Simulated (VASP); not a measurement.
# Be2SbCl (Cmmm) in VASP: a series of runs

Runs on Be2SbCl. Level: PBE. Tasks: single point, relaxation of cell and atoms.

Program: VASP 6.6.1. These are calculated values, not measurements. Logs are shortened: lines on timing, memory, paths and dates and some standing lists are left out, and cuts for length are marked.

### Step 1. The cell of the first run

It takes space group Cmmm (No. 65, orthorhombic). Conventional cell: a = 4.663 Å, b = 5.206 Å, c = 6.650 Å, α = 90.00°, β = 90.00°, γ = 90.00°. Be (site symmetry mm2) has 1 Be at 2.03 Å and 1 Sb at 2.31 Å and 4 Cl at 2.54 to 2.79 Å within 2.8 Å. Within 3.1 Å of Sb (site symmetry mmm) lie 2 Be at 2.31 Å. Within 3.5 Å of Cl (site symmetry mmm) lie 8 Be at 2.54 to 2.79 Å and 4 Cl at 3.49 Å.

The cell was built from a structure type or drawn by symmetry, and may not be a known phase.

### Step 2. Single point, PBE

Input file INCAR:

```
PREC = Accurate
ENCUT = 520
EDIFF = 1E-7
ISMEAR = 0
SIGMA = 0.1
LREAL = False
LASPH = True
NELM = 60
ALGO = Normal
ISIF = 2
LWAVE = False
LCHARG = False
GGA = PE
NBANDS = 16
```

Input file KPOINTS:

```
regular mesh
0
Gamma
  4 4 4
```

Input file POSCAR:

```
Be2SbCl
1.0
    2.3316350788     -2.6029714812      0.0000000000
    2.3316350788      2.6029714812      0.0000000000
    0.0000000000      0.0000000000      6.6496979507
Be Sb Cl
2 1 1
Direct
    0.5000000000      0.5000000000      0.6523910421
    0.5000000000      0.5000000000      0.3476089579
    0.5000000000      0.5000000000      0.0000000000
    0.0000000000      0.0000000000      0.5000000000
```

Potentials or basis: VASP PAW PBE potentials, release 64 (Be, Sb, Cl).

Run with:

```sh
cat potpaw_PBE.64/Be/POTCAR potpaw_PBE.64/Sb/POTCAR potpaw_PBE.64/Cl/POTCAR > POTCAR
mpirun -np 1 vasp_std > vasp.out
```

OUTCAR:

```text
PREC = Accurate
   ENCUT = 520
   EDIFF = 1E-7
   ISMEAR = 0
   LREAL = False
   LASPH = True
   NELM = 60
   ISIF = 2
   GGA = PE

 ion  position               nearest neighbor table
   1  0.500  0.500  0.652-   2 2.03   3 2.31
   2  0.500  0.500  0.348-   1 2.03   3 2.31
   3  0.500  0.500  0.000-   1 2.31   2 2.31
   4  0.000  0.000  0.500-

  LATTYP: Found a base centered orthorhombic cell.
 ALAT       =     4.6632701576
 B/A-ratio  =     1.1163717277
 C/A-ratio  =     1.4259731317

  Lattice vectors:

 A1 = (   2.3316350788,  -2.6029714812,   0.0000000000)
 A2 = (   2.3316350788,   2.6029714812,   0.0000000000)
 A3 = (   0.0000000000,   0.0000000000,   6.6496979507)

Analysis of symmetry for initial positions (statically):
=====================================================================
 Subroutine PRICEL returns:
 Original cell was already a primitive cell.

 Routine SETGRP: Setting up the symmetry group for a
 base centered orthorhombic supercell.

 Subroutine GETGRP returns: Found  8 space group operations
 (whereof  8 operations were pure point group operations)
 out of a pool of  8 trial point group operations.

The static configuration has the point symmetry D_2h.

Analysis of symmetry for dynamics (positions and initial velocities):
=====================================================================
 Subroutine PRICEL returns:
 Original cell was already a primitive cell.

 Routine SETGRP: Setting up the symmetry group for a
 base centered orthorhombic supercell.

 Subroutine GETGRP returns: Found  8 space group operations
 (whereof  8 operations were pure point group operations)
 out of a pool of  8 trial point group operations.

The dynamic configuration has the point symmetry D_2h.

 Subroutine INISYM returns: Found  8 space group operations
 (whereof  8 operations are pure point group operations),
 and found     1 'primitive' translations

----------------------------------------------------------------------------------------

                                     Primitive cell

  volume of cell :      80.7164

  direct lattice vectors                    reciprocal lattice vectors
     2.331635079 -2.602971481  0.000000000     0.214441790 -0.192088159  0.000000000
     2.331635079  2.602971481  0.000000000     0.214441790  0.192088159  0.000000000
     0.000000000  0.000000000  6.649697951     0.000000000  0.000000000  0.150382770

  length of vectors
     3.494564733  3.494564733  6.649697951     0.287894325  0.287894325  0.150382770

  position of ions in fractional coordinates (direct lattice)
     0.500000000  0.500000000  0.652391042
     0.500000000  0.500000000  0.347608958
     0.500000000  0.500000000  0.000000000
     0.000000000  0.000000000  0.500000000

  ion indices of the primitive-cell ions
   primitive index   ion index
                 1           1
                 2           2
                 3           3
                 4           4

----------------------------------------------------------------------------------------

 KPOINTS: regular mesh

Automatic generation of k-mesh.
 Grid dimensions read from file:
 generate k-points for:    4    4    4

 Generating k-lattice:

  Cartesian coordinates                     Fractional coordinates (reciprocal lattice)
     0.053610448 -0.048022040  0.000000000     0.250000000  0.000000000  0.000000000
     0.053610448  0.048022040  0.000000000     0.000000000  0.250000000  0.000000000
     0.000000000  0.000000000  0.037595693     0.000000000  0.000000000  0.250000000

  Length of vectors
     0.071973581  0.071973581  0.037595693

  Shift w.r.t. Gamma in fractional coordinates (k-lattice)
     0.000000000  0.000000000  0.000000000

 Subroutine IBZKPT returns following result:
 ===========================================

 Found     21 irreducible k-points:

 Following reciprocal coordinates:
            Coordinates               Weight
  0.000000  0.000000  0.000000      1.000000
  0.250000 -0.000000  0.000000      4.000000
  0.500000 -0.000000  0.000000      2.000000
  0.250000  0.250000  0.000000      2.000000
  0.500000  0.250000  0.000000      4.000000
 -0.250000  0.250000  0.000000      2.000000
[... 13 lines left out ...]
 -0.250000  0.250000  0.500000      2.000000
  0.500000  0.500000  0.500000      1.000000
   k-points           NKPTS =     21   k-points in BZ     NKDIM =     21   number of bands    NBANDS=     16
   number of dos      NEDOS =    301   number of ions     NIONS =      4
   total plane-waves  NPLWV =  39200
   dimension x,y,z NGX =    28 NGY =   28 NGZ =   50
   dimension x,y,z NGXF=    56 NGYF=   56 NGZF=  100
   ions per type =               2   1   1
   NGX,Y,Z   is equivalent  to a cutoff of  13.32, 13.32, 12.50 a.u.
   NGXF,Y,Z  is equivalent  to a cutoff of  26.64, 26.64, 25.00 a.u.
 SYSTEM =  unknown system
   PREC   = accura    normal or accurate (medium, high low for compatibility)
   ISTART =      0    job   : 0-new  1-cont  2-samecut
   ICHARG =      2    charge: 1-file 2-atom 10-const
   ISPIN  =      1    spin polarized calculation?
   LNONCOLLINEAR =      F non collinear calculations
   LSORBIT =      F    spin-orbit coupling
   LASPH  =      T    aspherical Exc in radial PAW
   ENCUT  =  520.0 eV  38.22 Ry    6.18 a.u.   6.50  6.50 12.36*2*pi/ulx,y,z
   NELM   =     60;   NELMIN=  2; NELMDL= -5     # of ELM steps
   EDIFF  = 0.1E-06   stopping-criterion for ELM
   LREAL  =      F    real-space projection
   EDIFFG = 0.1E-05   stopping-criterion for IOM
   NSW    =      0    number of steps for IOM
   IBRION =     -1    ionic relax: 0-MD 1-quasi-New 2-CG
   NFREE  =      0    steps in history (QN), initial steepest desc. (CG)
   ISIF   =      2    stress and relaxation
   ISYM   =      2    0-nonsym 1-usesym 2-fastsym
   POTIM  = 0.5000    time-step for ionic-motion
   TEBEG  =    0.0;   TEEND  =   0.0 temperature during run
   PSTRESS=    0.0 pullay stress
   NELECT =      16.0000    total number of electrons
   NUPDOWN=      -1.0000    fix difference up-down
   EMIN   =  10.00;   EMAX   =-10.00  energy-range for DOS
   EFERMI =   0.00;   METHOD = LEGACY
   ISMEAR =     0;   SIGMA  =   0.10  broadening in eV -4-tet -1-fermi 0-gaus
   EFERMI_NEDOS =   21; number of points for ismear=-14 and -15
   IALGO  =     38    algorithm
   IMIX   =      4    mixing-type and parameters
     AMIX     =   0.40;   BMIX     =  1.00
     AMIX_MAG =   1.60;   BMIX_MAG =  1.00
  volume/ion in A,a.u.               =      20.18       136.18
  Fermi-wavevector in a.u.,A,eV,Ry     =   0.954540  1.803819 12.396906  0.911147
  Thomas-Fermi vector in A             =   2.083296
   LORBIT       =      0    0 simple, 1 ext, 2 COOP (PROOUT), +10 PAW based schemes
   GGA     = PE    functional components
   LHFCALC =     F    Hartree Fock is set to
   AEXX    =    0.0000 exact exchange contribution
   IVDW    =     0    specifies the selected vdW correction
   LEPSILON=     F    determine dielectric tensor
   LRPA    =     F    only Hartree local field effects (RPA)
 non-spin polarized calculation
 Gauss-broadening in eV      SIGMA  =   0.10
  energy-cutoff  :      520.00
  volume of cell :       80.72
 maximum number of plane-waves:      2196
 NGX is ok and might be reduce to    28
   NGX = 13   NGY = 13   NGZ = 25

 number of electron      15.9999998 magnetization

 Free energy of the ion-electron system (eV)
  ---------------------------------------------------
  ext. energy  EPLUGINS =         0.00000000
  ---------------------------------------------------
  free energy    TOTEN  =       -11.54655758 eV

  energy without entropy =      -11.53441882  energy(sigma->0) =      -11.54048820

 E-fermi :   4.5520     XC(G=0):  -9.0603

 val. band max:        4.5262753415   @ k =  -0.2500   0.2500   0.0000
 cond. band min:       4.7632842107   @ k =   0.5000   0.2500   0.2500
 fundamental gap:      0.2370088691
 Fermi energy:         4.5520436129

 k-point     1 :       0.0000    0.0000    0.0000
  band No.  band energies     occupation
      1     -12.5211      2.00000
      2      -5.5060      2.00000
      3      -1.8752      2.00000
      4      -0.4402      2.00000
      5       0.4898      2.00000
      6       1.8983      2.00000
[... 8 lines left out ...]
     15      10.9357      0.00000
     16      12.0350      0.00000

 k-point     2 :       0.2500   -0.0000    0.0000
  band No.  band energies     occupation
      1     -12.3298      2.00000
      2      -5.0208      2.00000
      3      -1.8739      2.00000
      4      -1.3839      2.00000
      5       0.3664      2.00000
      6       1.6219      2.00000
[... 8 lines left out ...]
     15      11.2224      0.00000
     16      11.5948      0.00000

 k-point     3 :       0.5000   -0.0000    0.0000
  band No.  band energies     occupation
      1     -12.1184      2.00000
      2      -4.4501      2.00000
      3      -2.7875      2.00000
      4      -0.5525      2.00000
      5       0.6057      2.00000
      6       0.8995      2.00000
[... 8 lines left out ...]
     15      11.0474      0.00000
     16      12.7729      0.00000

 k-point     4 :       0.2500    0.2500    0.0000
  band No.  band energies     occupation
      1     -12.1362      2.00000
      2      -4.4897      2.00000
      3      -2.0323      2.00000
      4      -0.9251      2.00000
      5      -0.8437      2.00000
      6       1.4818      2.00000
[... 8 lines left out ...]
     15      10.7477      0.00000
     16      13.2427      0.00000
[... 267 lines left out ...]
 k-point    19 :       0.5000    0.2500    0.5000
  band No.  band energies     occupation
      1     -11.9529      2.00000
      2      -3.7825      2.00000
      3      -2.7044      2.00000
      4      -0.9171      2.00000
      5      -0.3960      2.00000
      6       1.8376      2.00000
[... 8 lines left out ...]
     15      11.4264      0.00000
     16      11.5462      0.00000

 k-point    20 :      -0.2500    0.2500    0.5000
  band No.  band energies     occupation
      1     -12.1623      2.00000
      2      -4.6341      2.00000
      3      -1.4947      2.00000
      4      -1.3350      2.00000
      5      -0.3205      2.00000
      6       1.3818      2.00000
[... 8 lines left out ...]
     15      11.5720      0.00000
     16      12.1970      0.00000

 k-point    21 :       0.5000    0.5000    0.5000
  band No.  band energies     occupation
      1     -11.7743      2.00000
      2      -3.0698      2.00000
      3      -2.0439      2.00000
      4      -1.9415      2.00000
      5       0.1508      2.00000
      6       1.3523      2.00000
[... 8 lines left out ...]
     15       9.1395      0.00000
     16      11.7978      0.00000

------------------------ aborting loop because EDIFF is reached ----------------------------------------

  FORCE on cell =-STRESS in cart. coord.  units (eV):
  Direction    XX          YY          ZZ          XY          YZ          ZX
  --------------------------------------------------------------------------------------
  -------------------------------------------------------------------------------------
  Total        0.0342497      0.0076150      0.1507889      0.0000000      0.0000000      0.0000000
  in kB        0.6798377      0.1511542      2.9930785      0.0000000      0.0000000      0.0000000
  external PRESSURE =       1.2746901 kB  Pullay stress =       0.0000000 kB

 VOLUME and BASIS-vectors are now :
 -----------------------------------------------------------------------------
  energy-cutoff  :      520.00
  volume of cell :       80.72
      direct lattice vectors                 reciprocal lattice vectors
     2.331635079 -2.602971481  0.000000000     0.214441790 -0.192088159  0.000000000
     2.331635079  2.602971481  0.000000000     0.214441790  0.192088159  0.000000000
     0.000000000  0.000000000  6.649697951     0.000000000  0.000000000  0.150382770

 POSITION                                       TOTAL-FORCE (eV/Angst)
 -----------------------------------------------------------------------------------
      2.33164      0.00000      4.33820         0.000000      0.000000     -0.033480
      2.33164      0.00000      2.31149         0.000000      0.000000      0.033480
      2.33164      0.00000      0.00000        -0.000000     -0.000000      0.000000
      0.00000      0.00000      3.32485         0.000000      0.000000      0.000000
 -----------------------------------------------------------------------------------
    total drift:                                0.000000      0.000000      0.000000

  FREE ENERGIE OF THE ION-ELECTRON SYSTEM (eV)
  ---------------------------------------------------
  free  energy   TOTEN  =       -11.5465575798 eV

  energy  without entropy=      -11.5344188244  energy(sigma->0) =      -11.54048820
```

Wall time 14 s (1 thread of Intel Xeon 6975P-C (Granite Rapids), shared host); peak memory 0.19 GiB.

What came out:

| Property | Result |
| --- | --- |
| Free energy | -11.5466 eV |
| Pressure | 0.1 GPa |
| Largest force | 0.033 eV/Å |
| Band gap on the k mesh | zero (bands 8 and 9 overlap by 3.88 eV) |

Forces in eV/Å, atoms in the order of the input:
```
Be   0.000  0.000 -0.033
Be   0.000  0.000  0.033
Sb   0.000  0.000  0.000
Cl   0.000  0.000  0.000
```

Caveat: the k points lie up to 0.45 Å⁻¹ apart, too coarse for converged energies and pressures of a metal; spin-orbit coupling is left out, which moves the levels of the heavy elements.

### Step 3. Single point, PBE

This run uses another cell than the first one, of 21.06 Å³/atom.

Input file INCAR:

```
SYSTEM = Be2SbCl
PREC     = Accurate       ! precision mode
ENCUT    = 520            ! plane-wave cutoff, eV
EDIFF    = 1E-6           ! SCF threshold, eV
ISMEAR   = 0              ! smearing method
SIGMA    = 0.1            ! smearing width, eV
LREAL    = .False.        ! projectors in reciprocal space
LASPH    = .True.         ! aspherical terms in the spheres
NELM     = 80             ! most SCF steps
ALGO     = Normal         ! electronic algorithm
ISIF     = 2              ! what is computed and relaxed
LWAVE    = .False.        ! write WAVECAR
LCHARG   = .False.        ! write CHGCAR
GGA      = PE             ! functional
NBANDS   = 16             ! bands
```

Input file KPOINTS:

```
Automatic mesh
0
Gamma
  4 4 4
  0 0 0
```

Input file POSCAR:

```
Be2SbCl
1.0
    2.5653065000     -2.9603809700      0.0000000000
    2.5653065000      2.9603809700      0.0000000000
    0.0000000000      0.0000000000      5.5457131600
Be Sb Cl
2 1 1
Direct
    0.5000000000      0.5000000000      0.6693940600
    0.5000000000      0.5000000000      0.3306059400
    0.5000000000      0.5000000000      0.0000000000
    0.0000000000      0.0000000000      0.5000000000
```

Potentials or basis: VASP PAW PBE potentials, release 64 (Be, Sb, Cl).

Run with:

```sh
cat potpaw_PBE.64/Be/POTCAR potpaw_PBE.64/Sb/POTCAR potpaw_PBE.64/Cl/POTCAR > POTCAR
mpirun -np 1 vasp_std > vasp.out
```

It took 14 s on 1 thread of Intel Xeon 6975P-C (Granite Rapids), shared host; peak memory 0.19 GiB.

Results (log left out):

```
Free energy            : -7.4254 eV
Pressure               : 21.1 GPa
Largest force          : 7.685 eV/Å
Band gap on the k mesh : zero (bands 8 and 9 overlap by 2.28 eV)
```

Forces on the atoms (eV/Å):
```
Be   0.000  0.000 -7.685
Be   0.000  0.000  7.685
Sb   0.000  0.000  0.000
Cl   0.000  0.000  0.000
```

Stress tensor (GPa, compression positive):
```
-8.26  0.00  0.00
 0.00 -4.78  0.00
 0.00  0.00 76.41
```

Levels at points of the mesh, in eV from the Fermi level:
| k point | band 6 | band 7 | band 8 | band 9 | band 10 | band 11 |
| --- | --- | --- | --- | --- | --- | --- |
| (0.00, 0.00, 0.00) | -1.79 | -1.75 | 0.66 | 1.00 | 4.91 | 5.36 |
| (0.50, 0.00, 0.00) | -2.87 | -2.53 | 0.33 | 1.13 | 3.38 | 4.41 |
| (0.50, 0.50, 0.00) | -2.51 | -1.63 | -1.26 | -0.68 | 2.80 | 3.12 |
| (0.00, 0.00, 0.50) | -2.79 | -0.96 | 0.40 | 0.85 | 3.62 | 5.20 |
| (0.50, 0.00, 0.50) | -2.46 | -0.97 | 1.10 | 1.13 | 1.19 | 2.78 |
| (0.50, 0.50, 0.50) | -3.00 | -2.16 | -1.61 | -0.85 | 3.22 | 4.51 |

Caveat: the k points lie up to 0.41 Å⁻¹ apart, too coarse for converged energies and pressures of a metal; spin-orbit coupling is left out, which moves the levels of the heavy elements; forces of over 1 eV/Å act on the atoms, so gaps and moduli don't describe the material at rest.

### Step 4. Single point, PBE

This run uses another cell than the first one, of 20.41 Å³/atom.

Input file INCAR:

```
PREC = Accurate
ENCUT = 520
EDIFF = 1E-7
ISMEAR = 0
SIGMA = 0.1
LREAL = F
LASPH = T
NELM = 60
ALGO = Normal
ISIF = 2
LWAVE = F
LCHARG = F
GGA = PE
NBANDS = 16
```

Input file KPOINTS:

```
Automatic mesh
0
Gamma
  6 6 4
```

Input file POSCAR:

```
Be2SbCl
1.0
    2.3452173986     -2.6103248488      0.0000000000
    2.3452173986      2.6103248488      0.0000000000
    0.0000000000      0.0000000000      6.6680761943
Be Sb Cl
2 1 1
Direct
    0.5000000000      0.5000000000      0.6502592308
    0.5000000000      0.5000000000      0.3497407692
    0.5000000000      0.5000000000      0.0000000000
    0.0000000000      0.0000000000      0.5000000000
```

Run with:

```sh
cat potpaw_PBE.64/Be/POTCAR potpaw_PBE.64/Sb/POTCAR potpaw_PBE.64/Cl/POTCAR > POTCAR
mpirun -np 1 vasp_std > vasp.out
```

It took 24 s on 1 thread of Intel Xeon 6975P-C (Granite Rapids), shared host; peak memory 0.21 GiB.

The run converged. Its results:

```
Free energy            : -11.4346 eV
Pressure               : 0.1 GPa
Largest force          : 0.041 eV/Å
Band gap on the k mesh : zero (bands 8 and 9 overlap by 3.84 eV)
```

Forces on the atoms (eV/Å):
```
Be   0.000  0.000 -0.041
Be   0.000  0.000  0.041
Sb   0.000  0.000  0.000
Cl   0.000  0.000  0.000
```

Stress tensor (GPa, compression positive):
```
 0.15  0.00  0.00
 0.00 -0.24  0.00
 0.00  0.00  0.31
```

Levels at points of the mesh, in eV from the Fermi level:
| k point | band 5 | band 6 | band 7 | band 8 | band 9 | band 10 | band 11 | band 12 |
| --- | --- | --- | --- | --- | --- | --- | --- | --- |
| (0.00, 0.00, 0.00) | -4.42 | -3.12 | -2.52 | 1.71 | 1.85 | 2.31 | 4.31 | 4.71 |
| (0.50, 0.00, 0.00) | -4.29 | -4.16 | -3.82 | 1.20 | 1.60 | 1.98 | 2.83 | 3.63 |
| (0.50, 0.50, 0.00) | -4.83 | -2.96 | -2.74 | -2.71 | -1.93 | 0.84 | 1.33 | 3.22 |
| (0.00, 0.00, 0.50) | -5.04 | -4.42 | -1.92 | 1.38 | 1.83 | 2.25 | 4.28 | 4.96 |
| (0.50, 0.00, 0.50) | -4.29 | -3.43 | -3.10 | 0.14 | 1.21 | 1.65 | 2.48 | 2.57 |
| (0.50, 0.50, 0.50) | -4.77 | -3.66 | -3.07 | -2.31 | -1.86 | 2.77 | 2.79 | 3.13 |

Caveat: spin-orbit coupling is left out, which moves the levels of the heavy elements.

[end of part 1 of 2]
